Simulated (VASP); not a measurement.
Here is a VASP 6.6.1 calculation.

The input INCAR:

```
SYSTEM = HfN
PREC = Accurate ; ENCUT = 520
EDIFF = 1E-6 ; ISMEAR = 0
SIGMA = 0.15 ; LREAL = .False.
LASPH = .True. ; NELM = 60
ALGO = Normal ; ISIF = 2
LWAVE = .False. ; LCHARG = .True.
GGA = PE ; LELF = .True.
LVHAR = .True. ; NBANDS = 14
```

The input KPOINTS:

```
Automatic mesh
0
Gamma
  18 18 18
  0 0 0
```

The input POSCAR:

```
HfN
1.0
    0.0000000000      2.2590000000      2.2590000000
    2.2590000000      0.0000000000      2.2590000000
    2.2590000000      2.2590000000      0.0000000000
Hf N
1 1
Direct
    0.0000000000      0.0000000000      0.0000000000
    0.4843491195      0.5000000000      0.5000000000
```

Potentials or basis: VASP PAW PBE potentials, release 64 (Hf_pv, N).

Run with:

```console
$ cat potpaw_PBE.64/Hf_pv/POTCAR potpaw_PBE.64/N/POTCAR > POTCAR
$ mpirun -np 1 vasp_std > vasp.out
```

Problem. Estimate the pressure.

Solution. 3.4 GPa.

Problem. Estimate the largest force.

Solution. 0.590 eV/Å.

Stress tensor (GPa, compression positive):
```
 3.07  0.00  0.00
 0.00  3.53 -0.08
 0.00 -0.08  3.53
```

Caveat: the cell differs from its parent crystal (all N atoms moved +0.050 Å, as atom 2 towards its neighbour atom 2 (N) at 3.195 Å).
